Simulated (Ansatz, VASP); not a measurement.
## Two plane-wave programs on GaSbAs2

INCAR

```
SYSTEM = GaSbAs2
PREC = Accurate
ENCUT = 600
EDIFF = 1E-7
ISMEAR = 0
SIGMA = 0.1
LREAL = .FALSE.
LASPH = .TRUE.
NELM = 80
ALGO = Normal
ISIF = 3
LWAVE = .FALSE.
LCHARG = .FALSE.
GGA = PS
IBRION = 2
NSW = 100
EDIFFG = -0.05
```

The input KPOINTS:

```
regular mesh
0
G
  6 6 4
  0 0 0
```

POSCAR

```
GaSbAs2
1.0
    4.2048019925      0.0000000000      0.0000000000
    0.0000000000      4.2048019925      0.0000000000
    0.0000000000      0.0000000000      5.9336437068
Ga Sb As
1 1 2
Direct
    0.5000000000      0.5000000000      0.0000000000
    0.0000000000      0.0000000000      0.5000000000
    0.5000000000      0.0000000000      0.7684750000
    0.0000000000      0.5000000000      0.2315250000
```

Input for Ansatz:

```yaml
crystal:
  lattice:
    - [4.2048019925, 0.0, 0.0]
    - [0.0, 4.2048019925, 0.0]
    - [0.0, 0.0, 5.9336437068]
  atoms:
    - { symbol: Ga, position: [0.5, 0.5, 0.0] }
    - { symbol: Sb, position: [0.0, 0.0, 0.5] }
    - { symbol: As, position: [0.5, 0.0, 0.768475] }
    - { symbol: As, position: [0.0, 0.5, 0.231525] }
basis:
  ecutwfc: 420
kpoints:
  mp_grid: { grid: [6, 6, 4] }
hamiltonian:
  xc: pbesol
scf:
  occupations: { method: gaussian, width: 0.1 }
output:
  forces: true
  stress: true
  eigenvalues: true
relax:
  adjacent_minimum: "off"
  f_tol: 0.05
  max_steps: 80
  cell: { stress_tol: 0.5 }
```

Alike in both runs: task relaxation of cell and atoms; functional PBEsol; k mesh 6 × 6 × 4; occupations gaussian, width 0.1 eV; no spin polarisation.

|  | VASP | Ansatz |
| --- | --- | --- |
| version | VASP 6.6.1 | Ansatz 0.2.0 |
| potentials or method | VASP PAW PBE potentials, release 64 (Ga_d, Sb, As), cutoff 600 eV | scalar-relativistic, plane waves, PAW |
| valence electrons in the cell | 28 | 58 |

```tsv
	VASP	Ansatz	Ansatz less VASP
gap on the k mesh at the Fermi level, each at its own relaxed structure (eV)	none	none	-
relaxed volume (Å³/atom)	27.33	27.33	0.000
relaxed length of the cell vector where the two differ most in proportion (Å)	6.625	6.595	-0.0296
```

VASP's potentials were made for PBE, not for PBEsol. A gap of «none» marks a metal or a gap that the smearing closes. VASP's potentials hold 28 valence electrons a cell and Ansatz's 58, so a difference there can come from the potentials and not from the codes.

Spin-orbit coupling is off throughout.
